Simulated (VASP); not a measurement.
Here is a VASP 6.6.1 calculation.

The input INCAR:

```
PREC = Accurate ; ENCUT = 500
EDIFF = 1E-6 ; ISMEAR = 0
SIGMA = 0.01 ; LREAL = F
LASPH = T ; NELM = 120
ALGO = Normal ; ISIF = 2
LWAVE = F ; LCHARG = F
NBANDS = 17 ; GGA_COMPAT = F
```

The input KPOINTS:

```
regular mesh
0
Gamma
  2 2 2
```

The input POSCAR:

```
PbSe
1.0
    0.0000000000      3.4232041400      3.4232041400
    3.4232041400      0.0000000000      3.4232041400
    3.4232041400      3.4232041400      0.0000000000
Pb Se
1 1
Direct
    0.0000000000      0.0000000000      0.0000000000
    0.2500000000      0.2500000000      0.2500000000
```

Potentials or basis: VASP PAW LDA potentials, release 64 (Pb_d, Se).

Command:

```sh
$ cat potpaw_LDA.64/Pb_d/POTCAR potpaw_LDA.64/Se/POTCAR > POTCAR
$ mpirun -np 1 vasp_std > vasp.out
```

Predict the band gap on the k mesh.

1.01 eV, direct.

Predict the pressure.

-2.9 GPa.

Caveat: the k points lie up to 0.79 Å⁻¹ apart; spin-orbit coupling is left out, which moves the levels of the heavy elements. A k mesh can miss the band edges.
